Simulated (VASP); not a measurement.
# Cu (I4/mmm) in VASP: further runs

Cu is run at these levels: LDA; tasks: single point.

All numbers are computed with VASP 6.6.1; they aren't measurements. Logs are shortened: lines on timing, memory, paths and dates and some standing lists are left out, and cuts for length are marked.

**1. The cell of the first run**

The structure is tetragonal, space group I4/mmm (No. 139). Conventional cell: a = 3.030 Å, b = 3.030 Å, c = 2.752 Å, α = 90.00°, β = 90.00°, γ = 90.00°. Within 3.4 Å of Cu (site symmetry 4/mmm) lie 14 Cu at 2.55 to 3.03 Å.

**2. Single point, LDA (strain +0.0500 x Voigt [1, 1, 0, 0, 0, 0])**

INCAR reads:

```
PREC = Accurate ; ENCUT = 520
EDIFF = 1E-7 ; ISMEAR = 0
SIGMA = 0.15 ; LREAL = False
LASPH = True ; NELM = 60
ALGO = Fast ; ISIF = 2
LWAVE = False ; LCHARG = True
LELF = True ; LVHAR = True
NBANDS = 12
```

KPOINTS reads:

```
Automatic mesh
0
Gamma
  24 24 24
```

POSCAR reads:

```
Cu
1.0
   -1.5149329860      1.5149329860      1.3760814500
    1.5149329860     -1.5149329860      1.3760814500
    1.5149329860      1.5149329860     -1.3760814500
Cu
1
Direct
    0.0000000000      0.0000000000      0.0000000000
```

Potentials or basis: VASP PAW LDA potentials, release 64 (Cu).

Command:

```sh
> cat potpaw_LDA.64/Cu/POTCAR > POTCAR
> mpirun -np 1 vasp_std > vasp.out
```

OUTCAR:

```text
PREC = Accurate
   ENCUT = 520
   EDIFF = 1E-7
   ISMEAR = 0
   LREAL = False
   LASPH = True
   NELM = 60
   ISIF = 2

 ion  position               nearest neighbor table
   1  0.000  0.000  0.000-

  LATTYP: Found a body centered tetragonal cell.
 ALAT       =     3.0298659720
 C/A-ratio  =     0.9083447669

  Lattice vectors:

 A1 = (  -1.5149329860,   1.5149329860,   1.3760814500)
 A2 = (   1.5149329860,  -1.5149329860,   1.3760814500)
 A3 = (   1.5149329860,   1.5149329860,  -1.3760814500)

Analysis of symmetry for initial positions (statically):
=====================================================================
 Subroutine PRICEL returns:
 Original cell was already a primitive cell.

 Routine SETGRP: Setting up the symmetry group for a
 body centered tetragonal supercell.

 Subroutine GETGRP returns: Found 16 space group operations
 (whereof 16 operations were pure point group operations)
 out of a pool of 16 trial point group operations.

The static configuration has the point symmetry D_4h.

Analysis of symmetry for dynamics (positions and initial velocities):
=====================================================================
 Subroutine PRICEL returns:
 Original cell was already a primitive cell.

 Routine SETGRP: Setting up the symmetry group for a
 body centered tetragonal supercell.

 Subroutine GETGRP returns: Found 16 space group operations
 (whereof 16 operations were pure point group operations)
 out of a pool of 16 trial point group operations.

The dynamic configuration has the point symmetry D_4h.

 Subroutine INISYM returns: Found 16 space group operations
 (whereof 16 operations are pure point group operations),
 and found     1 'primitive' translations

----------------------------------------------------------------------------------------

                                     Primitive cell

  volume of cell :      12.6325

  direct lattice vectors                    reciprocal lattice vectors
    -1.514932986  1.514932986  1.376081450     0.000000000  0.330047603  0.363350585
     1.514932986 -1.514932986  1.376081450     0.330047603  0.000000000  0.363350585
     1.514932986  1.514932986 -1.376081450     0.330047603  0.330047603  0.000000000

  length of vectors
     2.546300073  2.546300073  2.546300073     0.490871743  0.490871743  0.466757796

  position of ions in fractional coordinates (direct lattice)
     0.000000000  0.000000000  0.000000000

  ion indices of the primitive-cell ions
   primitive index   ion index
                 1           1

----------------------------------------------------------------------------------------

 KPOINTS: Automatic mesh

Automatic generation of k-mesh.
 Grid dimensions read from file:
 generate k-points for:   24   24   24

 Generating k-lattice:

  Cartesian coordinates                     Fractional coordinates (reciprocal lattice)
     0.000000000  0.013751983  0.015139608     0.041666667  0.000000000  0.000000000
     0.013751983  0.000000000  0.015139608     0.000000000  0.041666667  0.000000000
     0.013751983  0.013751983  0.000000000     0.000000000  0.000000000  0.041666667

  Length of vectors
     0.020452989  0.020452989  0.019448241

  Shift w.r.t. Gamma in fractional coordinates (k-lattice)
     0.000000000  0.000000000  0.000000000

 Subroutine IBZKPT returns following result:
 ===========================================

 Found   1063 irreducible k-points:

 Following reciprocal coordinates:
            Coordinates               Weight
  0.000000  0.000000  0.000000      1.000000
  0.041667 -0.000000  0.000000      8.000000
  0.083333  0.000000  0.000000      8.000000
  0.125000 -0.000000  0.000000      8.000000
  0.166667 -0.000000  0.000000      8.000000
  0.208333 -0.000000  0.000000      8.000000
[... 16 lines left out ...]
  0.416667  0.041667  0.000000     16.000000
  0.458333  0.041667  0.000000     16.000000
 [... further k-points ...]
   k-points           NKPTS =   1063   k-points in BZ     NKDIM =   1063   number of bands    NBANDS=     12
   number of dos      NEDOS =    301   number of ions     NIONS =      1
   total plane-waves  NPLWV =   8000
   dimension x,y,z NGX =    20 NGY =   20 NGZ =   20
   dimension x,y,z NGXF=    40 NGYF=   40 NGZF=   40
   ions per type =               1
   NGX,Y,Z   is equivalent  to a cutoff of  13.06, 13.06, 13.06 a.u.
   NGXF,Y,Z  is equivalent  to a cutoff of  26.12, 26.12, 26.12 a.u.
 SYSTEM =  unknown system
   PREC   = accura    normal or accurate (medium, high low for compatibility)
   ISTART =      0    job   : 0-new  1-cont  2-samecut
   ICHARG =      2    charge: 1-file 2-atom 10-const
   ISPIN  =      1    spin polarized calculation?
   LNONCOLLINEAR =      F non collinear calculations
   LSORBIT =      F    spin-orbit coupling
   LASPH  =      T    aspherical Exc in radial PAW
   ENCUT  =  520.0 eV  38.22 Ry    6.18 a.u.   4.73  4.73  4.73*2*pi/ulx,y,z
   NELM   =     60;   NELMIN=  2; NELMDL= -5     # of ELM steps
   EDIFF  = 0.1E-06   stopping-criterion for ELM
   LREAL  =      F    real-space projection
   EDIFFG = 0.1E-05   stopping-criterion for IOM
   NSW    =      0    number of steps for IOM
   IBRION =     -1    ionic relax: 0-MD 1-quasi-New 2-CG
   NFREE  =      0    steps in history (QN), initial steepest desc. (CG)
   ISIF   =      2    stress and relaxation
   ISYM   =      2    0-nonsym 1-usesym 2-fastsym
   POTIM  = 0.5000    time-step for ionic-motion
   TEBEG  =    0.0;   TEEND  =   0.0 temperature during run
   PSTRESS=    0.0 pullay stress
   NELECT =      11.0000    total number of electrons
   NUPDOWN=      -1.0000    fix difference up-down
   EMIN   =  10.00;   EMAX   =-10.00  energy-range for DOS
   EFERMI =   0.00;   METHOD = LEGACY
   ISMEAR =     0;   SIGMA  =   0.15  broadening in eV -4-tet -1-fermi 0-gaus
   EFERMI_NEDOS =   21; number of points for ismear=-14 and -15
   IALGO  =     68    algorithm
   IMIX   =      4    mixing-type and parameters
     AMIX     =   0.40;   BMIX     =  1.00
     AMIX_MAG =   1.60;   BMIX_MAG =  1.00
  volume/ion in A,a.u.               =      12.63        85.25
  Fermi-wavevector in a.u.,A,eV,Ry     =   1.563299  2.954207 33.251332  2.443904
  Thomas-Fermi vector in A             =   2.666091
   LORBIT       =      0    0 simple, 1 ext, 2 COOP (PROOUT), +10 PAW based schemes
   GGA     = CA    functional components
   LHFCALC =     F    Hartree Fock is set to
   AEXX    =    0.0000 exact exchange contribution
   IVDW    =     0    specifies the selected vdW correction
   LEPSILON=     F    determine dielectric tensor
   LRPA    =     F    only Hartree local field effects (RPA)
 non-spin polarized calculation
 RMM-DIIS sequential band-by-band and
 Gauss-broadening in eV      SIGMA  =   0.15
  energy-cutoff  :      520.00
  volume of cell :       12.63
 maximum number of plane-waves:       355
   NGX =  9   NGY =  9   NGZ =  9

 number of electron      10.9999994 magnetization

 Free energy of the ion-electron system (eV)
  ---------------------------------------------------
  ext. energy  EPLUGINS =         0.00000000
  ---------------------------------------------------
  free energy    TOTEN  =        -4.56485880 eV

  energy without entropy =       -4.56019892  energy(sigma->0) =       -4.56252886

 E-fermi :   6.5200     XC(G=0): -12.7135

 val. band max:        6.5124055734   @ k =   0.3333   0.0833   0.0833
 cond. band min:       6.5314128343   @ k =   0.5000   0.2500   0.0417
 fundamental gap:      0.0190072609
 Fermi energy:         6.5199873066

 k-point     1 :       0.0000    0.0000    0.0000
  band No.  band energies     occupation
      1      -2.3197      2.00000
      2       3.3637      2.00000
      3       3.7225      2.00000
      4       3.7225      2.00000
      5       4.2827      2.00000
      6       4.6648      2.00000
      7      29.6268      0.00000
      8      29.6268      0.00000
      9      32.5658      0.00000
     10      33.0548      0.00000
     11      33.4160      0.00000
     12      33.5069      0.00000

 k-point     2 :       0.0417   -0.0000    0.0000
  band No.  band energies     occupation
      1      -2.2534      2.00000
      2       3.3717      2.00000
      3       3.7199      2.00000
      4       3.7253      2.00000
      5       4.2861      2.00000
      6       4.6549      2.00000
      7      29.3440      0.00000
      8      29.3493      0.00000
      9      31.6142      0.00000
     10      32.5340      0.00000
     11      32.8907      0.00000
     12      33.2844      0.00000

 k-point     3 :       0.0833    0.0000    0.0000
  band No.  band energies     occupation
      1      -2.0555      2.00000
      2       3.3843      2.00000
      3       3.7099      2.00000
      4       3.7449      2.00000
      5       4.2974      2.00000
      6       4.6280      2.00000
      7      28.5272      0.00000
      8      28.7096      0.00000
      9      29.6038      0.00000
     10      31.4573      0.00000
     11      32.1821      0.00000
     12      33.2704      0.00000
[... 286 lines left out ...]
 k-point    23 :       0.4167    0.0417    0.0000
  band No.  band energies     occupation
      1       1.8435      2.00000
      2       2.8480      2.00000
      3       4.4165      2.00000
      4       4.7352      2.00000
      5       4.9693      2.00000
      6       5.8756      2.00000
      7      11.9509      0.00000
      8      22.1163      0.00000
      9      22.6774      0.00000
     10      26.9390      0.00000
     11      29.3492      0.00000
     12      37.1620      0.00000

 k-point    24 :       0.4583    0.0417    0.0000
  band No.  band energies     occupation
      1       1.8862      2.00000
      2       2.8256      2.00000
      3       4.4383      2.00000
      4       4.7511      2.00000
      5       5.0609      2.00000
      6       6.4790      1.30113
      7      11.0072      0.00000
      8      21.8576      0.00000
      9      22.5579      0.00000
     10      26.8860      0.00000
     11      29.3591      0.00000
     12      37.7857      0.00000

 [... further k-points ...]

------------------------ aborting loop because EDIFF is reached ----------------------------------------

  FORCE on cell =-STRESS in cart. coord.  units (eV):
  Direction    XX          YY          ZZ          XY          YZ          ZX
  --------------------------------------------------------------------------------------
  -------------------------------------------------------------------------------------
  Total       -1.3943044     -1.3943044     -1.4102661      0.0000000     -0.0000000      0.0000000
  in kB     -176.8386538   -176.8386538   -178.8630719      0.0000000     -0.0000000      0.0000000
  external PRESSURE =    -177.5134598 kB  Pullay stress =       0.0000000 kB

 VOLUME and BASIS-vectors are now :
 -----------------------------------------------------------------------------
  energy-cutoff  :      520.00
  volume of cell :       12.63
      direct lattice vectors                 reciprocal lattice vectors
    -1.514932986  1.514932986  1.376081450     0.000000000  0.330047603  0.363350585
     1.514932986 -1.514932986  1.376081450     0.330047603  0.000000000  0.363350585
     1.514932986  1.514932986 -1.376081450     0.330047603  0.330047603  0.000000000

 POSITION                                       TOTAL-FORCE (eV/Angst)
 -----------------------------------------------------------------------------------
      0.00000      0.00000      0.00000         0.000000      0.000000      0.000000
 -----------------------------------------------------------------------------------
    total drift:                                0.000000      0.000000      0.000000

  FREE ENERGIE OF THE ION-ELECTRON SYSTEM (eV)
  ---------------------------------------------------
  free  energy   TOTEN  =        -4.5648588049 eV

  energy  without entropy=       -4.5601989199  energy(sigma->0) =       -4.56252886
```

Wall time 75 s (1 thread of Intel Xeon 6975P-C (Granite Rapids), shared host); peak memory 0.25 GiB.

What came out:

```yaml
Free_energy: -4.5649 eV
Pressure: -17.8 GPa
Band_gap_on_the_k_mesh: zero (an odd number of electrons rules out a gap without spin polarisation)
```

Caveat: the cell differs from its parent crystal (strain +0.0500 x Voigt [1, 1, 0, 0, 0, 0]); the cell stands under tension.

**3. Single point, LDA (strain +0.0750 x Voigt [1, 1, 0, 0, 0, 0])**

INCAR reads:

```
PREC = Accurate
ENCUT = 520
EDIFF = 1E-6
ISMEAR = 0
SIGMA = 0.15
LREAL = F
LASPH = T
NELM = 100
ALGO = Fast
ISIF = 2
LWAVE = F
LCHARG = T
GGA = CA
LELF = T
LVHAR = T
NBANDS = 12
```

KPOINTS reads:

```
regular mesh
0
Gamma
  24 24 24
```

POSCAR reads:

```
Cu
1.0
   -1.5510028190      1.5510028190      1.3760814500
    1.5510028190     -1.5510028190      1.3760814500
    1.5510028190      1.5510028190     -1.3760814500
Cu
1
Direct
    0.0000000000      0.0000000000      0.0000000000
```

Potentials or basis: VASP PAW LDA potentials, release 64 (Cu).

Command:

```sh
> cat potpaw_LDA.64/Cu/POTCAR > POTCAR
> mpirun -np 1 vasp_std > vasp.out
```

Run time: 63 s. Hardware: 1 thread of Intel Xeon 6975P-C (Granite Rapids), shared host; peak memory 0.25 GiB.

The run converged. Its results:

```
Free energy            : -4.4913 eV
Pressure               : -20.6 GPa
Band gap on the k mesh : zero (an odd number of electrons rules out a gap without spin polarisation)
```

Stress tensor (GPa, compression positive):
```
-20.52   0.00   0.00
  0.00 -20.52   0.00
  0.00   0.00 -20.80
```

Levels at points of the mesh, in eV from the Fermi level:
```tsv
k point	band 2	band 3	band 4	band 5	band 6	band 7	band 8	band 9	band 10	band 11
(0.00, 0.00, 0.00)	-3.06	-2.64	-2.64	-2.22	-1.77	22.10	22.10	25.33	25.97	26.06
(0.50, 0.00, 0.00)	-3.54	-2.00	-1.64	-1.35	0.04	4.21	15.14	15.64	19.27	21.57
(0.50, 0.50, 0.00)	-3.05	-2.30	-1.96	-1.38	-0.78	2.97	18.38	18.80	22.07	24.25
(0.50, 0.50, 0.50)	-4.04	-1.51	-1.51	-1.41	6.34	6.34	10.63	11.74	11.85	16.20
```

Caveat: the cell differs from its parent crystal (strain +0.0750 x Voigt [1, 1, 0, 0, 0, 0]); the cell stands under tension.
